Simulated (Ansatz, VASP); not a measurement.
# One calculation of Al, two programs

```
CELL_PARAMETERS angstrom
-3.61216 3.61216 3.61216
3.61216 -3.61216 3.61216
3.61216 3.61216 -3.61216
ATOMIC_POSITIONS crystal
Al 0.25000 0.25000 0.25000
Al 0.50000 0.00000 0.25000
Al 0.00000 0.25000 0.50000
Al 0.25000 0.50000 0.00000
Al 0.75000 0.75000 0.75000
Al 0.50000 0.00000 0.75000
Al 0.00000 0.75000 0.50000
Al 0.75000 0.50000 0.00000
```

Alike in both runs: functional PBE; k mesh 4 × 4 × 4; occupations gaussian, width 0.1 eV; no spin polarisation.

Ansatz relaxed the structure, and its values are those at the end. VASP's run is a single point on that final structure, the one shown.

|  | VASP | Ansatz |
| --- | --- | --- |
| version | VASP 6.6.1 | Ansatz 0.2.0 |
| potentials or method | VASP PAW PBE potentials, release 64 (Al), cutoff 520 eV | scalar-relativistic, plane waves, PAW |
| valence electrons in the cell | 24 | 24 |

|  | VASP | Ansatz | Ansatz less VASP |
| --- | --- | --- | --- |
| gap on the k mesh at the Fermi level (eV) | none | none | - |
| pressure (GPa) | 0.4 | 0.4 | +0.03 |

A gap of «none» marks a metal or a gap that the smearing closes.
